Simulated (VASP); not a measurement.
Set up this calculation in VASP 6.6.1, as the native input.

* Task: G0W0 quasiparticle levels
* Functional: PBE
* Potentials or basis: VASP PAW PBE potentials, release 64 (B_GW, N_GW)
* Cutoff: 500 eV
* k mesh: 2 × 2 × 2
* Occupations: gaussian, width 0.01 eV
* Spin: no spin polarisation
* Dipole correction: no
* GW scheme: G0W0
* GW iterations: 1
* Cutoff of the response function: 200
* Frequency points: 48
* Empty bands: 206
* Further INCAR settings: ALGO = EVGW0; EDIFF = 1e-08; NBANDS = 210

The system is BN.

```
B N
1.0
     0.00000    1.80800    1.80800
     1.80800    0.00000    1.80800
     1.80800    1.80800    0.00000
B N
1 1
Direct
  0.00000 0.00000 0.00000
  0.25000 0.25000 0.25000
```

One way to write it, as run:

POSCAR

```
BN
1.0
    0.0000000000      1.8080000000      1.8080000000
    1.8080000000      0.0000000000      1.8080000000
    1.8080000000      1.8080000000      0.0000000000
B N
1 1
Direct
    0.0000000000      0.0000000000      0.0000000000
    0.2500000000      0.2500000000      0.2500000000
```

INCAR.step1

```
SYSTEM = BN
ALGO     = Normal         ! electronic algorithm
EDIFF    = 1E-8           ! SCF threshold, eV
ENCUT    = 500            ! plane-wave cutoff, eV
GGA      = PE             ! functional
ISMEAR   = 0              ! smearing method
LASPH    = .True.         ! aspherical terms in the spheres
LCHARG   = .False.        ! write CHGCAR
LREAL    = .False.        ! projectors in reciprocal space
LWAVE    = .True.         ! write WAVECAR
NELM     = 60             ! most SCF steps
PREC     = Accurate       ! precision mode
SIGMA    = 0.01           ! smearing width, eV
```

INCAR.step2

```
SYSTEM = BN
ALGO     = Exact          ! electronic algorithm
EDIFF    = 1E-8           ! SCF threshold, eV
ENCUT    = 500            ! plane-wave cutoff, eV
GGA      = PE             ! functional
ISMEAR   = 0              ! smearing method
ISTART   = 1            
LASPH    = .True.         ! aspherical terms in the spheres
LCHARG   = .False.        ! write CHGCAR
LOPTICS  = .True.         ! frequency-dependent dielectric function
LREAL    = .False.        ! projectors in reciprocal space
LWAVE    = .True.         ! write WAVECAR
NBANDS   = 210            ! bands
NELM     = 1              ! most SCF steps
PREC     = Accurate       ! precision mode
SIGMA    = 0.01           ! smearing width, eV
```

INCAR.step3

```
SYSTEM = BN
ALGO     = EVGW0          ! electronic algorithm
EDIFF    = 1E-8           ! SCF threshold, eV
ENCUT    = 500            ! plane-wave cutoff, eV
ENCUTGW  = 200            ! cutoff of the response function
GGA      = PE             ! functional
ISMEAR   = 0              ! smearing method
ISTART   = 1            
LASPH    = .True.         ! aspherical terms in the spheres
LCHARG   = .False.        ! write CHGCAR
LREAL    = .False.        ! projectors in reciprocal space
LWAVE    = .False.        ! write WAVECAR
NBANDS   = 210            ! bands
NBANDSGW = 12           
NELMGW   = 1            
NOMEGA   = 48             ! frequency points
PREC     = Accurate       ! precision mode
PRECFOCK = Fast         
SIGMA    = 0.01           ! smearing width, eV
```

KPOINTS

```
k-points
0
Gamma
  2 2 2
  0 0 0
```

Potentials or basis: VASP PAW PBE potentials, release 64 (B_GW, N_GW).

Command:

```bash
$ cat potpaw_PBE.64/B_GW/POTCAR potpaw_PBE.64/N_GW/POTCAR > POTCAR
$ cp INCAR.step1 INCAR
$ mpirun -np 1 vasp_std > vasp.out
$ cp INCAR.step2 INCAR
$ mpirun -np 1 vasp_std > vasp.out
$ cp INCAR.step3 INCAR
$ mpirun -np 1 vasp_std > vasp.out
```

Results of the run:

| Quantity | Value |
| --- | --- |
| Band gap on the k mesh, mean-field level | 4.09 eV, indirect (least direct gap 8.39 eV) |
| Quasiparticle gap | 5.24 eV |
| Least direct quasiparticle gap | 10.23 eV |

Caveat: the k points lie up to 1.50 Å⁻¹ apart; bands, screening cutoff and mesh are small and nothing is extrapolated, so the quasiparticle values aren't converged.

Wall time 3.7 s on 1 thread of Intel(R) Xeon(R) 6975P-C (Granite Rapids), with other jobs on the host, peak memory 0.12 GiB.
